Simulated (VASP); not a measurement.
Set up this calculation in VASP 6.6.1, as the native input.

* Task: single point
* Functional: PBE
* Potentials or basis: VASP PAW PBE potentials, release 64 (B, N)
* Cutoff: 520 eV
* k mesh: 12 × 12 × 12
* Occupations: gaussian, width 0.02 eV
* Spin: no spin polarisation
* Dipole correction: no
* Further INCAR settings: ALGO = Normal; EDIFF = 1e-06; NBANDS = 11

The structure of BN lies in POSCAR:

```
BN
1.0
    0.0000000000      1.7940407095      1.7940407095
    1.7940407095      0.0000000000      1.7940407095
    1.7940407095      1.7940407095      0.0000000000
B N
1 1
Direct
    0.0000000000      0.0000000000      0.0000000000
    0.7500000000      0.7500000000      0.7500000000
```

This cell differs from its parent crystal: volume scaled by 0.97.

These files were run (other wordings do the same):

INCAR

```
PREC = Accurate
ENCUT = 520
EDIFF = 1E-6
ISMEAR = 0
SIGMA = 0.02
LREAL = False
LASPH = True
NELM = 80
ALGO = Normal
ISIF = 2
LWAVE = False
LCHARG = True
GGA = PE
LELF = True
LVHAR = True
NBANDS = 11
```

KPOINTS

```
Automatic mesh
0
Gamma
  12 12 12
```

Potentials or basis: VASP PAW PBE potentials, release 64 (B, N).

Launch:

```console
$ cat potpaw_PBE.64/B/POTCAR potpaw_PBE.64/N/POTCAR > POTCAR
$ mpirun -np 1 vasp_std > vasp.out
```

It gave:

```
Pressure               : 12.3 GPa
Band gap on the k mesh : 4.48 eV, indirect (least direct gap 8.93 eV)
```

Run time: 8.8 s on 1 thread of Intel(R) Xeon(R) Platinum 8259CL CPU @ 2.50GHz (Skylake/Cascade Lake), on a shared host, peak memory 0.12 GiB.
